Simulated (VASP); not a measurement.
Input of a VASP 6.6.1 run:

File INCAR:

```
SYSTEM = BiTe
PREC = Accurate ; ENCUT = 520
EDIFF = 1E-6 ; ISMEAR = 0
SIGMA = 0.1 ; LREAL = .False.
LASPH = .True. ; NELM = 100
ALGO = Normal ; ISIF = 2
LWAVE = .False. ; LCHARG = .False.
GGA = PS ; NBANDS = 18
```

File KPOINTS:

```
Automatic mesh
0
Gamma
  12 12 12
  0 0 0
```

Contents of POSCAR:

```
BiTe
1.0
    2.4077041222      1.3900886230      3.2678841546
   -2.4077041222      1.3900886230      3.2678841546
    0.0000000000     -2.7801772461      3.2678841546
Bi Te
1 1
Direct
    0.5000000000      0.5000000000      0.5000000000
    0.0000000000      0.0000000000      0.0000000000
```

Potentials or basis: VASP PAW PBE potentials, release 64 (Bi_d, Te).

Launch:

```console
$ cat potpaw_PBE.64/Bi_d/POTCAR potpaw_PBE.64/Te/POTCAR > POTCAR
$ mpirun -np 1 vasp_std > vasp.out
```

Q: Predict the pressure.

A: -1.4 GPa.

Caveat: the PAW data sets were made with another functional, which shifts forces and pressure a little.
